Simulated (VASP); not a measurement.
Wanted: the native input for a VASP 6.6.1 run.

* Task: single point
* Functional: PBE
* Potentials or basis: VASP PAW PBE potentials, release 64 (Cl)
* Cutoff: 520 eV
* k mesh: 8 × 8 × 11
* Occupations: fermi-dirac, width 0.05 eV
* Spin: no spin polarisation
* Dipole correction: no
* Further INCAR settings: ALGO = Normal; EDIFF = 1e-07; NBANDS = 18

The structure of Cl lies in POSCAR:

```
Cl
1.0
    7.3393471557      0.0000000000      0.0000000000
   -3.6696735778      6.3560610840      0.0000000000
    0.0000000000      0.0000000000      2.2722583300
Cl
3
Direct
    0.0000000000      0.0000000000      0.0000000000
    0.3333333333      0.6666666667      0.5000000000
    0.6666666667      0.3333333333      0.5000000000
```

One way to write it, as run:

INCAR

```
  ALGO = Normal
  EDIFF = 1E-7
  ENCUT = 520
  GGA = PE
  ISIF = 2
  ISMEAR = -1
  LASPH = T
  LCHARG = F
  LREAL = F
  LWAVE = F
  NBANDS = 18
  NELM = 100
  PREC = Accurate
  SIGMA = 0.05
```

KPOINTS

```
k-points
0
Gamma
  8 8 11
```

Potentials or basis: VASP PAW PBE potentials, release 64 (Cl).

Run with:

```console
$ cat potpaw_PBE.64/Cl/POTCAR > POTCAR
$ mpirun -np 1 vasp_std > vasp.out
```

Results of the run:

```json
{
  "Pressure": "-0.1 GPa",
  "Band gap on the k mesh": "zero (an odd number of electrons rules out a gap without spin polarisation)"
}
```

Caveat: an odd number of electrons without spin polarisation forces a metal; a magnetic or distorted state may lie lower.

Wall time 66 s on 1 thread of AMD EPYC 9R45 (Zen 5) (shared host), peak memory 0.22 GiB.
